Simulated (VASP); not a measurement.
Wanted: the native input for a VASP 6.6.1 run.

```
Task                   : single point
Functional             : PBEsol
Potentials or basis    : VASP PAW PBE potentials, release 64 (Y_sv, Al, N)
Cutoff                 : 600 eV
k mesh                 : 10 × 6 × 10
Occupations            : gaussian, width 0.02 eV
Spin                   : no spin polarisation
Dipole correction      : no
Further INCAR settings : ALGO = Normal; EDIFF = 1e-06; NBANDS = 30
```

The structure of YAl3N4 (sol) lies in POSCAR:

```
YAl3N4
1.0
   -3.2735965253      0.0000000000      0.0000000000
    0.0000000000      5.7360785019      0.0222478813
    1.6367982626     -2.8883776132     -5.1985472398
Y Al N
1 3 4
Direct
    0.0048918655      0.3307999039      0.0097837311
    0.5016555165      0.8395219661      0.0033110331
    0.7557817574      0.4182570713      0.5115635148
    0.2407149911      0.9162709320      0.4814299821
    0.7924826864      0.1212822395      0.5849653727
    0.3071993906      0.6471092900      0.6143987811
    0.5768275104      0.2092211044      0.1536550207
    0.0564462822      0.7535374929      0.1128925645
```

One way to write it, as run:

INCAR

```
SYSTEM = YAl3N4
ALGO     = Normal         ! electronic algorithm
EDIFF    = 1E-6           ! SCF threshold, eV
ENCUT    = 600            ! plane-wave cutoff, eV
GGA      = PS             ! functional
GGA_COMPAT= .False.      
ISIF     = 2              ! what is computed and relaxed
ISMEAR   = 0              ! smearing method
LASPH    = .True.         ! aspherical terms in the spheres
LCHARG   = .False.        ! write CHGCAR
LREAL    = .False.        ! projectors in reciprocal space
LWAVE    = .False.        ! write WAVECAR
NBANDS   = 30             ! bands
NELM     = 120            ! most SCF steps
PREC     = Accurate       ! precision mode
SIGMA    = 0.02           ! smearing width, eV
```

KPOINTS

```
k-points
0
Gamma
  10 6 10
  0 0 0
```

Potentials or basis: VASP PAW PBE potentials, release 64 (Y_sv, Al, N).

Run with:

```bash
$ cat potpaw_PBE.64/Y_sv/POTCAR potpaw_PBE.64/Al/POTCAR potpaw_PBE.64/N/POTCAR > POTCAR
$ mpirun -np 1 vasp_std > vasp.out
```

Results of the run:

```yaml
Pressure: -0.2 GPa
Largest_force: 0.016 eV/Å
Band_gap_on_the_k_mesh: 2.40 eV, indirect (least direct gap 2.99 eV)
```

Caveat: the PAW data sets were made with another functional, which shifts forces and pressure a little.

It took 11 min on 1 thread of Intel Xeon 6975P-C (shared host), peak memory 0.69 GiB.
